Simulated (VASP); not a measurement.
# Al (Fm-3m) in VASP: notebook

Runs on Al. Level: PBEsol. Tasks: single point, relaxation of cell and atoms.

Program: VASP 6.6.1. These are calculated values, not measurements. Logs are shortened: lines on timing, memory, paths and dates and some standing lists are left out, and cuts for length are marked.

### Step 1. The cell of the first run

It takes space group Fm-3m (No. 225, cubic). Conventional cell: a = 4.016 Å, b = 4.016 Å, c = 4.016 Å, α = 90.00°, β = 90.00°, γ = 90.00°. Within 3.7 Å of Al (site symmetry m-3m) lie 12 Al at 2.84 Å.

### Step 2. Single point, PBEsol

The input, INCAR:

```
SYSTEM = Al
PREC = Accurate
ENCUT = 500
EDIFF = 1E-6
ISMEAR = -1
SIGMA = 0.05
LREAL = .False.
LASPH = .True.
NELM = 120
ALGO = Normal
ISIF = 2
LWAVE = .False.
LCHARG = .True.
GGA = PS
LELF = .True.
LVHAR = .True.
NBANDS = 8
GGA_COMPAT = .False.
```

The input, KPOINTS:

```
regular mesh
0
Gamma
  22 22 22
  0 0 0
```

The input, POSCAR:

```
Al
1.0
    0.0000000000      2.0079658513      2.0079658513
    2.0079658513      0.0000000000      2.0079658513
    2.0079658513      2.0079658513      0.0000000000
Al
1
Direct
    0.0000000000      0.0000000000      0.0000000000
```

Potentials or basis: VASP PAW PBE potentials, release 64 (Al).

The run is started by

```console
cat potpaw_PBE.64/Al/POTCAR > POTCAR
mpirun -np 1 vasp_std > vasp.out
```

OUTCAR:

```text
SYSTEM = Al
   PREC = Accurate
   ENCUT = 500
   EDIFF = 1E-6
   ISMEAR = -1
   LREAL = .False.
   LASPH = .True.
   NELM = 120
   ISIF = 2
   GGA = PS

 ion  position               nearest neighbor table
   1  0.000  0.000  0.000-

  LATTYP: Found a face centered cubic cell.
 ALAT       =     4.0159317026

  Lattice vectors:

 A1 = (   0.0000000000,   2.0079658513,   2.0079658513)
 A2 = (   2.0079658513,   0.0000000000,   2.0079658513)
 A3 = (   2.0079658513,   2.0079658513,   0.0000000000)

Analysis of symmetry for initial positions (statically):
=====================================================================
 Subroutine PRICEL returns:
 Original cell was already a primitive cell.

 Routine SETGRP: Setting up the symmetry group for a
 face centered cubic supercell.

 Subroutine GETGRP returns: Found 48 space group operations
 (whereof 48 operations were pure point group operations)
 out of a pool of 48 trial point group operations.

The static configuration has the point symmetry O_h .

Analysis of symmetry for dynamics (positions and initial velocities):
=====================================================================
 Subroutine PRICEL returns:
 Original cell was already a primitive cell.

 Routine SETGRP: Setting up the symmetry group for a
 face centered cubic supercell.

 Subroutine GETGRP returns: Found 48 space group operations
 (whereof 48 operations were pure point group operations)
 out of a pool of 48 trial point group operations.

The dynamic configuration has the point symmetry O_h .

 Subroutine INISYM returns: Found 48 space group operations
 (whereof 48 operations are pure point group operations),
 and found     1 'primitive' translations

----------------------------------------------------------------------------------------

                                     Primitive cell

  volume of cell :      16.1919

  direct lattice vectors                    reciprocal lattice vectors
     0.000000000  2.007965851  2.007965851    -0.249008219  0.249008219  0.249008219
     2.007965851  0.000000000  2.007965851     0.249008219 -0.249008219  0.249008219
     2.007965851  2.007965851  0.000000000     0.249008219  0.249008219 -0.249008219

  length of vectors
     2.839692540  2.839692540  2.839692540     0.431294886  0.431294886  0.431294886

  position of ions in fractional coordinates (direct lattice)
     0.000000000  0.000000000  0.000000000

  ion indices of the primitive-cell ions
   primitive index   ion index
                 1           1

----------------------------------------------------------------------------------------

 KPOINTS: regular mesh

Automatic generation of k-mesh.
 Grid dimensions read from file:
 generate k-points for:   22   22   22

 Generating k-lattice:

  Cartesian coordinates                     Fractional coordinates (reciprocal lattice)
    -0.011318555  0.011318555  0.011318555     0.045454545  0.000000000  0.000000000
     0.011318555 -0.011318555  0.011318555     0.000000000  0.045454545  0.000000000
     0.011318555  0.011318555 -0.011318555     0.000000000  0.000000000  0.045454545

  Length of vectors
     0.019604313  0.019604313  0.019604313

  Shift w.r.t. Gamma in fractional coordinates (k-lattice)
     0.000000000  0.000000000  0.000000000

 Subroutine IBZKPT returns following result:
 ===========================================

 Found    328 irreducible k-points:

 Following reciprocal coordinates:
            Coordinates               Weight
  0.000000  0.000000  0.000000      1.000000
  0.045455  0.000000  0.000000      8.000000
  0.090909  0.000000  0.000000      8.000000
  0.136364  0.000000  0.000000      8.000000
  0.181818  0.000000  0.000000      8.000000
  0.227273  0.000000  0.000000      8.000000
[... 16 lines left out ...]
  0.500000  0.045455  0.000000     24.000000
 -0.454545  0.045455  0.000000     24.000000
 [... further k-points ...]
   k-points           NKPTS =    328   k-points in BZ     NKDIM =    328   number of bands    NBANDS=      8
   number of dos      NEDOS =    301   number of ions     NIONS =      1
   total plane-waves  NPLWV =  13824
   dimension x,y,z NGX =    24 NGY =   24 NGZ =   24
   dimension x,y,z NGXF=    48 NGYF=   48 NGZF=   48
   ions per type =               1
   NGX,Y,Z   is equivalent  to a cutoff of  14.05, 14.05, 14.05 a.u.
   NGXF,Y,Z  is equivalent  to a cutoff of  28.10, 28.10, 28.10 a.u.
 SYSTEM =  Al
   PREC   = accura    normal or accurate (medium, high low for compatibility)
   ISTART =      0    job   : 0-new  1-cont  2-samecut
   ICHARG =      2    charge: 1-file 2-atom 10-const
   ISPIN  =      1    spin polarized calculation?
   LNONCOLLINEAR =      F non collinear calculations
   LSORBIT =      F    spin-orbit coupling
   LASPH  =      T    aspherical Exc in radial PAW
   ENCUT  =  500.0 eV  36.75 Ry    6.06 a.u.   5.18  5.18  5.18*2*pi/ulx,y,z
   NELM   =    120;   NELMIN=  2; NELMDL= -5     # of ELM steps
   EDIFF  = 0.1E-05   stopping-criterion for ELM
   LREAL  =      F    real-space projection
   EDIFFG = 0.1E-04   stopping-criterion for IOM
   NSW    =      0    number of steps for IOM
   IBRION =     -1    ionic relax: 0-MD 1-quasi-New 2-CG
   NFREE  =      0    steps in history (QN), initial steepest desc. (CG)
   ISIF   =      2    stress and relaxation
   ISYM   =      2    0-nonsym 1-usesym 2-fastsym
   POTIM  = 0.5000    time-step for ionic-motion
   TEBEG  =    0.0;   TEEND  =   0.0 temperature during run
   PSTRESS=    0.0 pullay stress
   NELECT =       3.0000    total number of electrons
   NUPDOWN=      -1.0000    fix difference up-down
   EMIN   =  10.00;   EMAX   =-10.00  energy-range for DOS
   EFERMI =   0.00;   METHOD = LEGACY
   ISMEAR =    -1;   SIGMA  =   0.05  broadening in eV -4-tet -1-fermi 0-gaus
   EFERMI_NEDOS =   21; number of points for ismear=-14 and -15
   IALGO  =     38    algorithm
   IMIX   =      4    mixing-type and parameters
     AMIX     =   0.40;   BMIX     =  1.00
     AMIX_MAG =   1.60;   BMIX_MAG =  1.00
  volume/ion in A,a.u.               =      16.19       109.27
  Fermi-wavevector in a.u.,A,eV,Ry     =   0.933288  1.763658 11.851030  0.871026
  Thomas-Fermi vector in A             =   2.059974
   LORBIT       =      0    0 simple, 1 ext, 2 COOP (PROOUT), +10 PAW based schemes
   GGA     = PS    functional components
   LHFCALC =     F    Hartree Fock is set to
   AEXX    =    0.0000 exact exchange contribution
   IVDW    =     0    specifies the selected vdW correction
   LEPSILON=     F    determine dielectric tensor
   LRPA    =     F    only Hartree local field effects (RPA)
 non-spin polarized calculation
  energy-cutoff  :      500.00
  volume of cell :       16.19
 maximum number of plane-waves:       424
 NGX is ok and might be reduce to    24
   NGX = 11   NGY = 11   NGZ = 11

 number of electron       3.0000000 magnetization

 Free energy of the ion-electron system (eV)
  ---------------------------------------------------
  ext. energy  EPLUGINS =         0.00000000
  ---------------------------------------------------
  free energy    TOTEN  =        -4.09518604 eV

  energy without entropy =       -4.09229546  energy(sigma->0) =       -4.09374075

 E-fermi :   8.1191     XC(G=0): -10.3256

 val. band max:        8.0952674603   @ k =   0.5000   0.2727   0.0455
 cond. band min:       8.1209292261   @ k =  -0.3636   0.4091   0.0909
 fundamental gap:      0.0256617659
 Fermi energy:         8.1190721036

 k-point     1 :       0.0000    0.0000    0.0000
  band No.  band energies     occupation
      1      -3.1130      2.00000
      2      20.8471      0.00000
      3      20.8471      0.00000
      4      20.8471      0.00000
      5      22.4821      0.00000
      6      22.4821      0.00000
      7      22.4821      0.00000
      8      24.7697      0.00000

 k-point     2 :       0.0455    0.0000    0.0000
  band No.  band energies     occupation
      1      -3.0562      2.00000
      2      19.7270      0.00000
      3      20.6366      0.00000
      4      20.6366      0.00000
      5      22.7820      0.00000
      6      22.7820      0.00000
      7      22.9551      0.00000
      8      25.3764      0.00000

 k-point     3 :       0.0909    0.0000    0.0000
  band No.  band energies     occupation
      1      -2.8857      2.00000
      2      17.9344      0.00000
      3      20.2350      0.00000
      4      20.2350      0.00000
      5      23.1105      0.00000
      6      23.4419      0.00000
      7      23.4419      0.00000
      8      26.5945      0.00000

 k-point     4 :       0.1364    0.0000    0.0000
  band No.  band energies     occupation
      1      -2.6020      2.00000
      2      16.0771      0.00000
      3      19.8410      0.00000
      4      19.8410      0.00000
      5      23.0142      0.00000
      6      24.1818      0.00000
      7      24.1818      0.00000
      8      25.7602      0.00000

 k-point     5 :       0.1818    0.0000    0.0000
  band No.  band energies     occupation
      1      -2.2059      2.00000
      2      14.2480      0.00000
      3      19.5115      0.00000
      4      19.5115      0.00000
      5      22.8608      0.00000
      6      24.2458      0.00000
      7      24.2458      0.00000
      8      25.7147      0.00000

 k-point     6 :       0.2273    0.0000    0.0000
  band No.  band energies     occupation
      1      -1.6983      2.00000
      2      12.4776      0.00000
      3      19.2637      0.00000
      4      19.2637      0.00000
      5      22.7231      0.00000
      6      23.4756      0.00000
      7      23.4756      0.00000
      8      26.6539      0.00000

 k-point     7 :       0.2727    0.0000    0.0000
  band No.  band energies     occupation
      1      -1.0804      2.00000
      2      10.7807      0.00000
      3      19.1045      0.00000
      4      19.1045      0.00000
      5      22.6382      0.00000
      6      22.6504      0.00000
      7      22.6504      0.00000
      8      26.7118      0.00000

 k-point     8 :       0.3182    0.0000    0.0000
  band No.  band energies     occupation
      1      -0.3537      2.00000
      2       9.1658      0.00000
      3      19.0368      0.00000
      4      19.0368      0.00000
      5      21.8857      0.00000
      6      21.8857      0.00000
      7      22.6277      0.00000
      8      25.9302      0.00000

 k-point     9 :       0.3636    0.0000    0.0000
  band No.  band energies     occupation
      1       0.4802      2.00000
      2       7.6385      1.99987
      3      19.0622      0.00000
      4      19.0622      0.00000
      5      21.2034      0.00000
      6      21.2034      0.00000
      7      22.7041      0.00000
      8      25.2103      0.00000

 k-point    10 :       0.4091    0.0000    0.0000
  band No.  band energies     occupation
      1       1.4190      2.00000
      2       6.2031      2.00000
      3      19.1816      0.00000
      4      19.1816      0.00000
      5      20.6113      0.00000
      6      20.6113      0.00000
      7      22.8736      0.00000
      8      24.5677      0.00000
[... 78 lines left out ...]
 k-point    18 :       0.2727    0.0455    0.0000
  band No.  band energies     occupation
      1      -1.2487      2.00000
      2      11.3794      0.00000
      3      18.2455      0.00000
      4      19.4883      0.00000
      5      21.6584      0.00000
      6      23.3295      0.00000
      7      23.8835      0.00000
      8      26.1327      0.00000

 k-point    19 :       0.3182    0.0455    0.0000
  band No.  band energies     occupation
      1      -0.5583      2.00000
      2       9.7386      0.00000
      3      18.1425      0.00000
      4      19.3979      0.00000
      5      20.8507      0.00000
      6      23.1110      0.00000
      7      23.2927      0.00000
      8      26.4624      0.00000

 k-point    20 :       0.3636    0.0455    0.0000
  band No.  band energies     occupation
      1       0.2397      2.00000
      2       8.1830      0.43546
      3      18.1340      0.00000
      4      19.3950      0.00000
      5      20.1304      0.00000
      6      22.4095      0.00000
      7      23.3385      0.00000
      8      25.8274      0.00000

 k-point    21 :       0.4091    0.0455    0.0000
  band No.  band energies     occupation
      1       1.1435      2.00000
      2       6.7176      2.00000
      3      18.2205      0.00000
      4      19.4092      0.00000
      5      19.5780      0.00000
      6      21.7922      0.00000
      7      23.4748      0.00000
      8      25.1816      0.00000

 k-point    22 :       0.4545    0.0455    0.0000
  band No.  band energies     occupation
      1       2.1501      2.00000
      2       5.3468      2.00000
      3      18.4025      0.00000
      4      18.9380      0.00000
      5      19.7011      0.00000
      6      21.2649      0.00000
      7      23.7057      0.00000
      8      24.6058      0.00000

 k-point    23 :       0.5000    0.0455    0.0000
  band No.  band energies     occupation
      1       3.2449      2.00000
      2       4.0864      2.00000
      3      18.4993      0.00000
      4      18.6805      0.00000
      5      19.9836      0.00000
      6      20.8302      0.00000
      7      24.0243      0.00000
      8      24.1249      0.00000

 k-point    24 :      -0.4545    0.0455    0.0000
  band No.  band energies     occupation
      1       2.8742      2.00000
      2       4.4902      2.00000
      3      18.1545      0.00000
      4      19.0545      0.00000
      5      20.3647      0.00000
      6      20.4893      0.00000
      7      23.7166      0.00000
      8      24.4586      0.00000

 [... further k-points ...]
[... 5 lines left out ...]
  --------------------------------------------------------------------------------------
  -------------------------------------------------------------------------------------
  Total        0.0028236      0.0028236      0.0028236     -0.0000000     -0.0000000     -0.0000000
  in kB        0.2793949      0.2793949      0.2793949     -0.0000000     -0.0000000     -0.0000000
  external PRESSURE =       0.2793949 kB  Pullay stress =       0.0000000 kB

 VOLUME and BASIS-vectors are now :
 -----------------------------------------------------------------------------
  energy-cutoff  :      500.00
  volume of cell :       16.19
      direct lattice vectors                 reciprocal lattice vectors
     0.000000000  2.007965851  2.007965851    -0.249008219  0.249008219  0.249008219
     2.007965851  0.000000000  2.007965851     0.249008219 -0.249008219  0.249008219
     2.007965851  2.007965851  0.000000000     0.249008219  0.249008219 -0.249008219

 POSITION                                       TOTAL-FORCE (eV/Angst)
 -----------------------------------------------------------------------------------
      0.00000      0.00000      0.00000        -0.000000      0.000000      0.000000
 -----------------------------------------------------------------------------------
    total drift:                               -0.000000      0.000000      0.000000

  FREE ENERGIE OF THE ION-ELECTRON SYSTEM (eV)
  ---------------------------------------------------
  free  energy   TOTEN  =        -4.0951860404 eV

  energy  without entropy=       -4.0922954626  energy(sigma->0) =       -4.09374075
```

It used 45 s of CPU time on 1 thread of AMD EPYC 7R13 Processor (Zen 3), on a shared host.

Results:

```yaml
Free_energy: -4.0952 eV
Pressure: 0.0 GPa
```

Caveat: the PAW data sets were made with another functional, which shifts forces and pressure a little.

### Step 3. Single point, PBEsol

The input, INCAR:

```
  PREC = Accurate
  ENCUT = 500
  EDIFF = 1E-6
  ISMEAR = -1
  SIGMA = 0.05
  LREAL = F
  LASPH = T
  NELM = 120
  ALGO = Normal
  ISIF = 2
  LWAVE = F
  LCHARG = F
  GGA = PS
  NBANDS = 8
  GGA_COMPAT = F
```

The input, KPOINTS:

```
regular mesh
0
Gamma
  22 22 22
```

POSCAR is that of step 2.

Potentials or basis: VASP PAW PBE potentials, release 64 (Al).

The run is started by

```console
cat potpaw_PBE.64/Al/POTCAR > POTCAR
mpirun -np 1 vasp_std > vasp.out
```

It used 72 s of CPU time on 1 thread of AMD EPYC 7R13 Processor (Zen 3), with other jobs on the host.

Results (log left out):

| Item | Value |
| --- | --- |
| Free energy | -4.0952 eV |
| Pressure | 0.0 GPa |

Levels at points of the mesh, in eV from the Fermi level:
| k point | band 1 | band 2 | band 3 | band 4 | band 5 | band 6 |
| --- | --- | --- | --- | --- | --- | --- |
| (0.00, 0.00, 0.00) | -11.23 | 12.73 | 12.73 | 12.73 | 14.36 | 14.36 |
| (0.50, 0.00, 0.00) | -4.64 | -4.37 | 11.55 | 11.55 | 11.62 | 11.62 |
| (0.50, 0.50, 0.00) | -2.94 | -1.58 | 5.29 | 5.70 | 5.70 | 9.26 |

Caveat: the PAW data sets were made with another functional, which shifts forces and pressure a little.

### Step 4. Relaxation of cell and atoms, PBEsol

This run uses another cell than the first one, of 16.60 Å³/atom, 1.025 times its volume.

The input, INCAR:

```
SYSTEM = Al
ALGO = Normal ; EDIFF = 1E-7
EDIFFG = -0.003 ; ENCUT = 500
GGA = PS ; GGA_COMPAT = .FALSE.
IBRION = 2 ; ISIF = 3
ISMEAR = -1 ; LASPH = .TRUE.
LCHARG = .FALSE. ; LREAL = .FALSE.
LWAVE = .FALSE. ; NELM = 120
NELMIN = 4 ; NSW = 100
PREC = Accurate ; SIGMA = 0.05
```

The input, KPOINTS:

```
k-points
0
G
  22 22 22
  0 0 0
```

The input, POSCAR:

```
Al
1.0
    0.0000000000      2.0247900000      2.0247900000
    2.0247900000      0.0000000000      2.0247900000
    2.0247900000      2.0247900000      0.0000000000
Al
1
Direct
    0.0000000000      0.0000000000      0.0000000000
```

The run is started by

```console
cat potpaw_PBE.64/Al/POTCAR > POTCAR
mpirun -np 1 vasp_std > vasp.out
```

It used 88 s of CPU time on 1 thread of AMD EPYC 7R13 Processor (Zen 3), with other jobs on the host.

It converged, with:

```
Free energy                            : -4.0952 eV
Relaxed volume                         : 16.20 Å³/atom
Relaxed cell                           : a = 2.840 Å, b = 2.840 Å, c = 2.840 Å, α = 60.00°, β = 60.00°, γ = 60.00°
Space group after relaxing (to 0.05 Å) : Fm-3m (No. 225)
Energy gained by relaxing              : 2.5 meV/atom
Ionic steps                            : 3
Pressure after relaxing                : 0.0 GPa
```

The path:
```csv
step,energy change (eV),largest force (eV/Å),pressure (GPa),volume (Å³)
1,0.0000,0.0000,-1.92,16.60
2,-0.0024,0.0000,0.35,16.13
3,-0.0025,0.0000,0.00,16.20
```

Final structure:
```
Al
1.0
     0.00000    2.00817    2.00817
     2.00817    0.00000    2.00817
     2.00817    2.00817    0.00000
Al
1
Direct
  0.00000 0.00000 0.00000
```

Levels at points of the mesh, in eV from the Fermi level:
| k point | band 1 | band 2 | band 3 | band 4 | band 5 |
| --- | --- | --- | --- | --- | --- |
| (0.00, 0.00, 0.00) | -11.23 | 12.73 | 12.73 | 12.73 | 14.36 |
| (0.50, 0.00, 0.00) | -4.64 | -4.37 | 11.55 | 11.55 | 11.62 |
| (0.50, 0.50, 0.00) | -2.94 | -1.58 | 5.29 | 5.70 | 5.70 |

Caveat: the PAW data sets were made with another functional, which shifts forces and pressure a little.
